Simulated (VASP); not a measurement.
TlCl, 14 atoms in the cell. The cell holds a slab with vacuum, 14 atoms: a = 5.331 Å, b = 6.529 Å, c = 24.233 Å, α = 90.00°, β = 90.00°, γ = 90.00°. 

| Property | Result |
| --- | --- |
| Program | VASP 6.6.1 |
| Task | single point |
| Functional | PBEsol |
| Potentials or basis | VASP PAW PBE potentials, release 64 (Tl_d, Cl) |
| Cutoff | 400 eV |
| k mesh | 5 × 4 × 1 |
| Occupations | gaussian, width 0.5 eV |
| Spin | no spin polarisation |
| Dipole correction | yes |
| Further INCAR settings | ALGO = Normal; EDIFF = 1e-06; NBANDS = 83; NELMDL = -8 |

Potentials or basis: VASP PAW PBE potentials, release 64 (Tl_d, Cl).

Launch:

```bash
$ cat potpaw_PBE.64/Tl_d/POTCAR potpaw_PBE.64/Cl/POTCAR > POTCAR
$ mpirun -np 1 vasp_std > vasp.out
```

Hardware: 1 thread of AMD EPYC 9R45 96-Core Processor (Zen 5), on a shared host.

Q: How long does it take, and how much memory?

A: Run time: 7.3 min on 1 thread of AMD EPYC 9R45 96-Core Processor (Zen 5), with other jobs on the host, peak memory 0.69 GiB. Counts: scf iterations 28, k points 9.
